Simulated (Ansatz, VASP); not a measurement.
## WSe2 in VASP and in Ansatz

Contents of INCAR:

```
SYSTEM = WSe2
PREC = Accurate
ENCUT = 520
EDIFF = 1E-6
ISMEAR = 0
SIGMA = 0.05
LREAL = .FALSE.
LASPH = .TRUE.
NELM = 60
ALGO = Normal
ISIF = 2
LWAVE = .FALSE.
LCHARG = .FALSE.
GGA = PS
IVDW = 12
NBANDS = 35
```

KPOINTS

```
Automatic mesh
0
G
  12 12 4
  0 0 0
```

Contents of POSCAR:

```
WSe2
1.0
    3.4799030006      0.0000000000      0.0000000000
   -1.7399515002      3.0136844012      0.0000000000
    0.0000000000      0.0000000000     10.6984932512
W Se
2 4
Direct
    0.3333333333      0.6666666667      0.2500000000
    0.6666666667      0.3333333333      0.7500000000
    0.3333333333      0.6666666667      0.6145805872
    0.6666666667      0.3333333333      0.1145805872
    0.3333333333      0.6666666667      0.8854194128
    0.6666666667      0.3333333333      0.3854194128
```

Input for Ansatz:

```yaml
crystal:
  lattice:
    - [3.4799030006, 0.0, 0.0]
    - [-1.7399515002, 3.0136844012, 0.0]
    - [0.0, 0.0, 10.6984932512]
  atoms:
    - { symbol: W, position: [0.3333333333, 0.6666666667, 0.25] }
    - { symbol: W, position: [0.6666666667, 0.3333333333, 0.75] }
    - { symbol: Se, position: [0.3333333333, 0.6666666667, 0.6145805872] }
    - { symbol: Se, position: [0.6666666667, 0.3333333333, 0.1145805872] }
    - { symbol: Se, position: [0.3333333333, 0.6666666667, 0.8854194128] }
    - { symbol: Se, position: [0.6666666667, 0.3333333333, 0.3854194128] }
basis:
  ecutwfc: 420
kpoints:
  mp_grid: { grid: [12, 12, 4] }
hamiltonian:
  xc: pbesol
  dispersion: d3bj
scf:
  occupations: { method: gaussian, width: 0.05 }
output:
  forces: true
  stress: true
  eigenvalues: true
```

Alike in both runs: task single point; functional PBEsol; dispersion D3(BJ); k mesh 12 × 12 × 4; occupations gaussian, width 0.05 eV; no spin polarisation.

```csv
,VASP,Ansatz
version,VASP 6.6.1,Ansatz 0.2.0
potentials or method,"VASP PAW PBE potentials, release 64 (W_sv, Se), cutoff 520 eV","scalar-relativistic, plane waves, PAW"
valence electrons in the cell,52,92
```

```csv
,VASP,Ansatz,Ansatz less VASP
gap on the k mesh at the Fermi level (eV),none,none,-
pressure (GPa),7.0,6.5,-0.57
"traceless stress, the component that is largest in VASP (GPa)",25.22,25.17,-0.049
rms of the force components (eV/Å),1.012,0.980,-0.0322
```

VASP's potentials were made for PBE, not for PBEsol. Atom by atom the forces differ by 0.032 eV/Å (rms over components). A gap of «none» marks a metal or a gap that the smearing closes. VASP's potentials hold 52 valence electrons a cell and Ansatz's 92, so a difference there can come from the potentials and not from the codes.

Neither program's run includes spin-orbit coupling.
